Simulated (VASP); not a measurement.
Runs of VASP 6.6.1 on KMgF3. The structure is that of space group Pm-3m (No. 221), or close to it. The cells are those of the table. 

```csv
task,cell,k mesh,smearing,gap on the mesh (eV),pressure (GPa),relaxed volume (Å³/atom)
single point,"a = 4.053 Å, 5 atoms",6 × 6 × 6,gaussian 0.02 eV,6.94,-0.5,-
relaxation of cell and atoms,"relaxed from a = 4.053 Å, 5 atoms",6 × 6 × 6,gaussian 0.02 eV,6.98,-0.1,13.24
relaxation of cell and atoms,"relaxed from a = 3.978 Å, 5 atoms",4 × 4 × 4,gaussian 0.1 eV,6.98,0.0,13.24
single point,"a = 3.978 Å, 5 atoms",4 × 4 × 4,gaussian 0.1 eV,7.35,(a),-
single point,"a = 4.053 Å, 5 atoms",4 × 4 × 4,gaussian 0.1 eV,6.94,-0.5,-
```

Alike in all rows: level PBE; potentials or basis VASP PAW PBE potentials, release 64 (K_sv, Mg, F); no spin polarisation; cutoff (eV) 600.

**Question.** Estimate the missing entries.

**Answer.** (a) 3.7.

Caveats: the cell stands under pressure (at least some runs).

A k mesh can miss the band edges.
